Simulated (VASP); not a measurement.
A run of VASP 6.6.1:

File INCAR:

```
PREC = Accurate
ENCUT = 520
EDIFF = 1E-7
ISMEAR = 0
SIGMA = 0.01
LREAL = False
LASPH = True
NELM = 80
ALGO = Normal
ISIF = 2
LWAVE = False
LCHARG = True
GGA = PE
LELF = True
LVHAR = True
NBANDS = 28
```

Contents of KPOINTS:

```
regular mesh
0
Gamma
  4 4 4
```

The input POSCAR:

```
SrTiO3
1.0
    3.9068514982      0.0000000000      0.0000000000
    0.0000000000      3.9068514982      0.0000000000
    0.0000000000      0.0000000000      3.9068514982
Sr Ti O
1 1 3
Direct
    0.5000000000      0.5000000000      0.5000000000
    0.0000000000      0.0000000000      0.0000000000
    0.5000000000      0.0000000000      0.0000000000
    0.0000000000      0.5000000000      0.0000000000
    0.0000000000      0.0000000000      0.5000000000
```

Potentials or basis: VASP PAW PBE potentials, release 64 (Sr_sv, Ti_sv, O).

Launch:

```console
$ cat potpaw_PBE.64/Sr_sv/POTCAR potpaw_PBE.64/Ti_sv/POTCAR potpaw_PBE.64/O/POTCAR > POTCAR
$ mpirun -np 1 vasp_std > vasp.out
```

Hardware: 1 thread of AMD EPYC 7R43 64-Core Processor (Zen 3), with other jobs on the host.

**Question.** Estimate the wall time of this run.

**Answer.** Run time: 19 s on 1 thread of AMD EPYC 7R43 64-Core Processor (Zen 3), on a shared host, peak memory 0.14 GiB. Counts: scf iterations 17, k points 10.
